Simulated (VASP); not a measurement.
# TiMnB4 (P6/mmm) in VASP: notebook

TiMnB4 is run at these levels: PBE; tasks: single point.

Program: VASP 6.6.1. These are calculated values, not measurements. Logs are shortened: lines on timing, memory, paths and dates and some standing lists are left out, and cuts for length are marked.

## (1) The cell of the first run

Symmetry: P6/mmm, No. 191, hexagonal system. Conventional cell: a = 3.025 Å, b = 3.025 Å, c = 6.134 Å, α = 90.00°, β = 90.00°, γ = 120.00°. Ti (site symmetry 6/mmm) has 12 B at 2.36 Å and 6 Ti at 3.02 Å and 2 Mn at 3.07 Å within 3.1 Å. Within 3.1 Å of Mn (site symmetry 6/mmm) lie 12 B at 2.29 Å and 6 Mn at 3.02 Å and 2 Ti at 3.07 Å. Within 2.4 Å of B (site symmetry 3m) lie 3 B at 1.75 Å and 3 Mn at 2.29 Å and 3 Ti at 2.36 Å.

## (2) Single point, PBE, collinear spin, ferromagnetic start

Contents of INCAR:

```
SYSTEM = TiMnB4
ALGO     = Normal         ! electronic algorithm
EDIFF    = 1E-6           ! SCF threshold, eV
ENCUT    = 520            ! plane-wave cutoff, eV
GGA      = PE             ! functional
ISIF     = 2              ! what is computed and relaxed
ISMEAR   = 0              ! smearing method
ISPIN    = 2              ! spin polarisation
LASPH    = .True.         ! aspherical terms in the spheres
LCHARG   = .False.        ! write CHGCAR
LMAXMIX  = 4              ! l up to which the mixer works
LORBIT   = 11             ! projections on sites
LREAL    = .False.        ! projectors in reciprocal space
LWAVE    = .False.        ! write WAVECAR
MAGMOM   = 0 2.51 0 0 0 0 ! initial moments
NBANDS   = 32             ! bands
NELM     = 150            ! most SCF steps
PREC     = Accurate       ! precision mode
SIGMA    = 0.1            ! smearing width, eV
```

Contents of KPOINTS:

```
k-points
0
Gamma
  6 6 4
  0 0 0
```

Contents of POSCAR:

```
TiMnB4
1.0
    3.0246488000      0.0000000000      0.0000000000
   -1.5123244000      2.6194227000      0.0000000000
    0.0000000000      0.0000000000      6.1339488000
Ti Mn B
1 1 4
Direct
    0.0000000000      0.0000000000      0.0000000000
    0.0000000000      0.0000000000      0.5000000000
    0.3333333000      0.6666667000      0.7415450000
    0.6666667000      0.3333333000      0.7415450000
    0.3333333000      0.6666667000      0.2584550000
    0.6666667000      0.3333333000      0.2584550000
```

Potentials or basis: VASP PAW PBE potentials, release 64 (Ti_sv, Mn_pv, B).

Started as:

```sh
$ cat potpaw_PBE.64/Ti_sv/POTCAR potpaw_PBE.64/Mn_pv/POTCAR potpaw_PBE.64/B/POTCAR > POTCAR
$ mpirun -np 1 vasp_std > vasp.out
```

OUTCAR:

```text
SYSTEM = TiMnB4
   EDIFF = 1E-6
   ENCUT = 520
   GGA = PE
   ISIF = 2
   ISMEAR = 0
   ISPIN = 2
   LASPH = .True.
   LORBIT = 11
   LREAL = .False.
   NELM = 150
   PREC = Accurate

 ion  position               nearest neighbor table
   1  0.000  0.000  0.000-   3 2.36   4 2.36   5 2.36   6 2.36   4 2.36   6 2.36   3 2.36   5 2.36
                             4 2.36   6 2.36   3 2.36   5 2.36
   2  0.000  0.000  0.500-   3 2.29   4 2.29   5 2.29   6 2.29   4 2.29   6 2.29   3 2.29   5 2.29
                             4 2.29   6 2.29   3 2.29   5 2.29
   3  0.333  0.667  0.742-   4 1.75   4 1.75   4 1.75   2 2.29   2 2.29   2 2.29   1 2.36   1 2.36
                             1 2.36
   4  0.667  0.333  0.742-   3 1.75   3 1.75   3 1.75   2 2.29   2 2.29   2 2.29   1 2.36   1 2.36
                             1 2.36
   5  0.333  0.667  0.258-   6 1.75   6 1.75   6 1.75   2 2.29   2 2.29   2 2.29   1 2.36   1 2.36
                             1 2.36
   6  0.667  0.333  0.258-   5 1.75   5 1.75   5 1.75   2 2.29   2 2.29   2 2.29   1 2.36   1 2.36
                             1 2.36

  LATTYP: Found a hexagonal cell.
 ALAT       =     3.0246488000
 C/A-ratio  =     2.0279871170

  Lattice vectors:

 A1 = (   3.0246488000,   0.0000000000,   0.0000000000)
 A2 = (  -1.5123244000,   2.6194227000,   0.0000000000)
 A3 = (   0.0000000000,   0.0000000000,   6.1339488000)

Analysis of symmetry for initial positions (statically):
=====================================================================
 Subroutine PRICEL returns:
 Original cell was already a primitive cell.

 Routine SETGRP: Setting up the symmetry group for a
 hexagonal supercell.

 Subroutine GETGRP returns: Found 24 space group operations
 (whereof 24 operations were pure point group operations)
 out of a pool of 24 trial point group operations.

The static configuration has the point symmetry D_6h.

Analysis of symmetry for dynamics (positions and initial velocities):
=====================================================================
 Subroutine PRICEL returns:
 Original cell was already a primitive cell.

 Routine SETGRP: Setting up the symmetry group for a
 hexagonal supercell.

 Subroutine GETGRP returns: Found 24 space group operations
 (whereof 24 operations were pure point group operations)
 out of a pool of 24 trial point group operations.

The dynamic configuration has the point symmetry D_6h.

Analysis of structural, dynamic, and magnetic symmetry:
=====================================================================
 Subroutine PRICEL returns:
 Original cell was already a primitive cell.

 Routine SETGRP: Setting up the symmetry group for a
 hexagonal supercell.

 Subroutine GETGRP returns: Found 24 space group operations
 (whereof 24 operations were pure point group operations)
 out of a pool of 24 trial point group operations.

The overall configuration has the point symmetry D_6h.

 Subroutine INISYM returns: Found 24 space group operations
 (whereof 24 operations are pure point group operations),
 and found     1 'primitive' translations

----------------------------------------------------------------------------------------

                                     Primitive cell

  volume of cell :      48.5983

  direct lattice vectors                    reciprocal lattice vectors
     3.024648800  0.000000000  0.000000000     0.330616897  0.190881754  0.000000000
    -1.512324400  2.619422700  0.000000000     0.000000000  0.381763508  0.000000000
     0.000000000  0.000000000  6.133948800     0.000000000  0.000000000  0.163027119

  length of vectors
     3.024648800  3.024648801  6.133948800     0.381763509  0.381763508  0.163027119

  position of ions in fractional coordinates (direct lattice)
     0.000000000  0.000000000  0.000000000
     0.000000000  0.000000000  0.500000000
     0.333333300  0.666666700  0.741545000
     0.666666700  0.333333300  0.741545000
     0.333333300  0.666666700  0.258455000
     0.666666700  0.333333300  0.258455000

  ion indices of the primitive-cell ions
   primitive index   ion index
                 1           1
                 2           2
                 3           3
                 4           4
                 5           5
                 6           6

----------------------------------------------------------------------------------------

 KPOINTS: k-points

Automatic generation of k-mesh.
 Grid dimensions read from file:
 generate k-points for:    6    6    4

 Generating k-lattice:

  Cartesian coordinates                     Fractional coordinates (reciprocal lattice)
     0.055102816  0.031813626  0.000000000     0.166666667 -0.000000000  0.000000000
     0.000000000  0.063627251  0.000000000     0.000000000  0.166666667  0.000000000
     0.000000000  0.000000000  0.040756780     0.000000000  0.000000000  0.250000000

  Length of vectors
     0.063627251  0.063627251  0.040756780

  Shift w.r.t. Gamma in fractional coordinates (k-lattice)
     0.000000000  0.000000000  0.000000000

 Subroutine IBZKPT returns following result:
 ===========================================

 Found     21 irreducible k-points:

 Following reciprocal coordinates:
            Coordinates               Weight
  0.000000  0.000000  0.000000      1.000000
  0.166667  0.000000  0.000000      6.000000
  0.333333  0.000000  0.000000      6.000000
  0.500000  0.000000  0.000000      3.000000
  0.166667  0.166667  0.000000      6.000000
  0.333333  0.166667  0.000000     12.000000
[... 13 lines left out ...]
  0.333333  0.166667  0.500000     12.000000
  0.333333  0.333333  0.500000      2.000000
   k-points           NKPTS =     21   k-points in BZ     NKDIM =     21   number of bands    NBANDS=     32
   number of dos      NEDOS =    301   number of ions     NIONS =      6
   total plane-waves  NPLWV =  27648
   dimension x,y,z NGX =    24 NGY =   24 NGZ =   48
   dimension x,y,z NGXF=    48 NGYF=   48 NGZF=   96
   ions per type =               1   1   4
   NGX,Y,Z   is equivalent  to a cutoff of  13.19, 13.19, 13.01 a.u.
   NGXF,Y,Z  is equivalent  to a cutoff of  26.38, 26.38, 26.02 a.u.
 SYSTEM =  TiMnB4
   PREC   = accura    normal or accurate (medium, high low for compatibility)
   ISTART =      0    job   : 0-new  1-cont  2-samecut
   ICHARG =      2    charge: 1-file 2-atom 10-const
   ISPIN  =      2    spin polarized calculation?
   LNONCOLLINEAR =      F non collinear calculations
   LSORBIT =      F    spin-orbit coupling
   LASPH  =      T    aspherical Exc in radial PAW
   ENCUT  =  520.0 eV  38.22 Ry    6.18 a.u.   5.62  5.62 11.41*2*pi/ulx,y,z
   NELM   =    150;   NELMIN=  2; NELMDL= -5     # of ELM steps
   EDIFF  = 0.1E-05   stopping-criterion for ELM
   LREAL  =      F    real-space projection
   EDIFFG = 0.1E-04   stopping-criterion for IOM
   NSW    =      0    number of steps for IOM
   IBRION =     -1    ionic relax: 0-MD 1-quasi-New 2-CG
   NFREE  =      0    steps in history (QN), initial steepest desc. (CG)
   ISIF   =      2    stress and relaxation
   ISYM   =      2    0-nonsym 1-usesym 2-fastsym
   POTIM  = 0.5000    time-step for ionic-motion
   TEBEG  =    0.0;   TEEND  =   0.0 temperature during run
   PSTRESS=    0.0 pullay stress
   NELECT =      37.0000    total number of electrons
   NUPDOWN=      -1.0000    fix difference up-down
   EMIN   =  10.00;   EMAX   =-10.00  energy-range for DOS
   EFERMI =   0.00;   METHOD = LEGACY
   ISMEAR =     0;   SIGMA  =   0.10  broadening in eV -4-tet -1-fermi 0-gaus
   EFERMI_NEDOS =   21; number of points for ismear=-14 and -15
   IALGO  =     38    algorithm
   IMIX   =      4    mixing-type and parameters
     AMIX     =   0.40;   BMIX     =  1.00
     AMIX_MAG =   1.60;   BMIX_MAG =  1.00
  volume/ion in A,a.u.               =       8.10        54.66
  Fermi-wavevector in a.u.,A,eV,Ry     =   1.494865  2.824884 30.403851  2.234620
  Thomas-Fermi vector in A             =   2.607083
   LORBIT       =     11    0 simple, 1 ext, 2 COOP (PROOUT), +10 PAW based schemes
   GGA     = PE    functional components
   LHFCALC =     F    Hartree Fock is set to
   AEXX    =    0.0000 exact exchange contribution
   IVDW    =     0    specifies the selected vdW correction
   LEPSILON=     F    determine dielectric tensor
   LRPA    =     F    only Hartree local field effects (RPA)
 spin polarized calculation
 Gauss-broadening in eV      SIGMA  =   0.10
  energy-cutoff  :      520.00
  volume of cell :       48.60
 maximum number of plane-waves:      1342
 NGX is ok and might be reduce to    24
   NGX = 11   NGY = 11   NGZ = 23

 number of electron      37.0000003 magnetization       2.4185491

 Free energy of the ion-electron system (eV)
  ---------------------------------------------------
  ext. energy  EPLUGINS =         0.00000000
  ---------------------------------------------------
  free energy    TOTEN  =       -47.75863315 eV

  energy without entropy =      -47.75237470  energy(sigma->0) =      -47.75550393

 E-fermi :  10.0800     XC(G=0): -13.0081

 val. band max:       10.0472618812   @ k =   0.3333   0.3333   0.5000
 cond. band min:      10.1412591169   @ k =   0.0000   0.0000   0.2500
 fundamental gap:      0.0939972357
 Fermi energy:        10.0799533192

 spin component 1

 k-point     1 :       0.0000    0.0000    0.0000
  band No.  band energies     occupation
      1     -46.9638      1.00000
      2     -39.6157      1.00000
      3     -39.4684      1.00000
      4     -39.4684      1.00000
      5     -23.4539      1.00000
      6     -22.9962      1.00000
[... 22 lines left out ...]
     29      16.7727      0.00000
     30      18.9665      0.00000
[... 628 lines left out ...]
 k-point    21 :       0.3333    0.3333    0.5000
  band No.  band energies     occupation
      1     -46.9011      1.00000
      2     -39.6019      1.00000
      3     -39.5241      1.00000
      4     -39.5241      1.00000
      5     -23.3583      1.00000
      6     -23.2800      1.00000
[... 22 lines left out ...]
     29      19.0524      0.00000
     30      20.6342      0.00000
 Fermi energy:        10.0799533192

 spin component 2

 k-point     1 :       0.0000    0.0000    0.0000
  band No.  band energies     occupation
      1     -46.9840      1.00000
      2     -37.0946      1.00000
      3     -36.8033      1.00000
      4     -36.8033      1.00000
      5     -23.5050      1.00000
      6     -23.0010      1.00000
[... 22 lines left out ...]
     29      16.6766      0.00000
     30      19.3067      0.00000
[... 628 lines left out ...]
 k-point    21 :       0.3333    0.3333    0.5000
  band No.  band energies     occupation
      1     -46.9213      1.00000
      2     -37.0778      1.00000
      3     -36.8675      1.00000
      4     -36.8675      1.00000
      5     -23.4106      1.00000
      6     -23.2852      1.00000
[... 22 lines left out ...]
     29      19.1390      0.00000
     30      20.8102      0.00000
 [bands above 30 left out]

------------------------ aborting loop because EDIFF is reached ----------------------------------------

  FORCE on cell =-STRESS in cart. coord.  units (eV):
  Direction    XX          YY          ZZ          XY          YZ          ZX
  --------------------------------------------------------------------------------------
  -------------------------------------------------------------------------------------
  Total        0.0531874      0.0531874      0.2341774      0.0000000      0.0000000     -0.0000000
  in kB        1.7534722      1.7534722      7.7203121      0.0000000      0.0000000     -0.0000000
  external PRESSURE =       3.7424188 kB  Pullay stress =       0.0000000 kB

 VOLUME and BASIS-vectors are now :
 -----------------------------------------------------------------------------
  energy-cutoff  :      520.00
  volume of cell :       48.60
      direct lattice vectors                 reciprocal lattice vectors
     3.024648800  0.000000000  0.000000000     0.330616897  0.190881754  0.000000000
    -1.512324400  2.619422700  0.000000000     0.000000000  0.381763508  0.000000000
     0.000000000  0.000000000  6.133948800     0.000000000  0.000000000  0.163027119

 POSITION                                       TOTAL-FORCE (eV/Angst)
 -----------------------------------------------------------------------------------
      0.00000      0.00000      0.00000        -0.000000      0.000000      0.000000
      0.00000      0.00000      3.06697        -0.000000      0.000000      0.000000
     -0.00000      1.74628      4.54860        -0.000000      0.000000     -0.017921
      1.51232      0.87314      4.54860         0.000000     -0.000000     -0.017921
     -0.00000      1.74628      1.58535        -0.000000      0.000000      0.017921
      1.51232      0.87314      1.58535         0.000000     -0.000000      0.017921
 -----------------------------------------------------------------------------------
    total drift:                                0.000000     -0.000000      0.000000

  FREE ENERGIE OF THE ION-ELECTRON SYSTEM (eV)
  ---------------------------------------------------
  free  energy   TOTEN  =       -47.7586331547 eV

  energy  without entropy=      -47.7523747048  energy(sigma->0) =      -47.75550393

 total charge

# of ion       s       p       d       tot
------------------------------------------
    1        2.178   6.216   2.062  10.456
    2        0.278   6.345   5.228  11.851
    3        0.681   1.322   0.000   2.003
    4        0.681   1.322   0.000   2.003
    5        0.681   1.322   0.000   2.003
    6        0.681   1.322   0.000   2.003
--------------------------------------------------
tot          5.181  17.849   7.291  30.321

 magnetization (x)

# of ion       s       p       d       tot
------------------------------------------
    1       -0.001  -0.001  -0.021  -0.023
    2        0.014   0.021   2.395   2.430
    3       -0.001   0.001   0.000  -0.000
    4       -0.001   0.001   0.000  -0.000
    5       -0.001   0.001   0.000  -0.000
    6       -0.001   0.001   0.000  -0.000
--------------------------------------------------
tot          0.007   0.024   2.375   2.406
```

It took 44 s on 1 thread of Intel Xeon Platinum 8488C (Sapphire Rapids), shared host; peak memory 0.21 GiB.

What came out:

```yaml
Free_energy: -47.7586 eV
Pressure: 0.4 GPa
Largest_force: 0.018 eV/Å
Net_moment: 2.42 μB per cell
Site_moments: Ti -0.02; Mn +2.43; B -0.00 μB
Valence_electrons_inside_the_program's_atomic_spheres: Ti 10.46; Mn 11.85; B 2.00
```

Forces in eV/Å, atoms in the order of the input:
```
Ti   0.000  0.000  0.000
Mn   0.000  0.000  0.000
B    0.000  0.000 -0.018
B    0.000  0.000 -0.018
B    0.000  0.000  0.018
B    0.000  0.000  0.018
```

Caveat: the k points lie up to 0.40 Å⁻¹ apart; a cell with one magnetic atom can't hold antiferromagnetic order, which such compounds often take.

## (3) Single point, PBE, collinear spin, ferromagnetic start

Contents of INCAR:

```
PREC = Accurate
ENCUT = 520
EDIFF = 1E-6
ISMEAR = 0
SIGMA = 0.1
LREAL = False
LASPH = True
NELM = 150
ALGO = Normal
ISIF = 2
LWAVE = False
LCHARG = True
ISPIN = 2
MAGMOM = 0 2.55 0 0 0 0
LORBIT = 11
LMAXMIX = 4
GGA = PE
LELF = True
LVHAR = True
NBANDS = 32
```

Contents of KPOINTS:

```
Automatic mesh
0
Gamma
  12 12 6
```

Contents of POSCAR:

```
TiMnB4
1.0
    3.0246488010      0.0000000000      0.0000000000
   -1.5123244005      2.6194226992      0.0000000000
    0.0000000000      0.0000000000      6.1339488000
Ti Mn B
1 1 4
Direct
    0.0000000000      0.0000000000      0.0000000000
    0.0000000000      0.0000000000      0.5000000000
    0.3333333333      0.6666666667      0.7415450000
    0.6666666667      0.3333333333      0.7415450000
    0.3333333333      0.6666666667      0.2584550000
    0.6666666667      0.3333333333      0.2584550000
```

Potentials or basis: VASP PAW PBE potentials, release 64 (Ti_sv, Mn_pv, B).

Started as:

```sh
$ cat potpaw_PBE.64/Ti_sv/POTCAR potpaw_PBE.64/Mn_pv/POTCAR potpaw_PBE.64/B/POTCAR > POTCAR
$ mpirun -np 1 vasp_std > vasp.out
```

Wall time 2.3 min (1 thread of Intel Xeon Platinum 8488C (Sapphire Rapids), shared host); peak memory 0.32 GiB.

The run converged. Its results:

| Item | Value |
| --- | --- |
| Free energy | -47.7449 eV |
| Pressure | 0.2 GPa |
| Net moment | 2.39 μB per cell |
| Site moments | Ti -0.02; Mn +2.39; B +0.00 μB |
| Valence electrons inside the program's atomic spheres | Ti 10.46; Mn 11.85; B 2.00 |

Levels at points of the mesh, in eV from the Fermi level:
Spin up:
```
           k point  band 16  band 17  band 18  band 19  band 20  band 21  band 22  band 23  band 24  band 25
(0.00, 0.00, 0.00)    -2.13    -1.10    -1.10    -0.80    -0.80     0.43     0.84     0.84     2.91     2.91
(0.50, 0.00, 0.00)    -3.74    -3.36    -1.33    -0.87    -0.75     2.17     2.33     2.75     3.58     3.65
(0.00, 0.00, 0.50)    -2.26    -2.26    -1.92     0.34     0.34     0.60     0.64     0.64     2.39     2.39
(0.50, 0.00, 0.50)    -3.71    -2.91    -1.33    -1.28     0.16     2.02     2.20     2.43     2.66     2.75
```
Spin down:
```tsv
k point	band 15	band 16	band 17	band 18	band 19	band 20
(0.00, 0.00, 0.00)	-1.11	-1.11	-0.75	-0.75	-0.05	-0.05
(0.50, 0.00, 0.00)	-3.74	-3.14	-2.57	0.55	1.16	1.57
(0.00, 0.00, 0.50)	-2.22	-0.71	-0.71	0.16	0.37	0.37
(0.50, 0.00, 0.50)	-3.17	-2.93	-2.91	1.07	1.17	1.65
```

Caveat: a cell with one magnetic atom can't hold antiferromagnetic order, which such compounds often take.
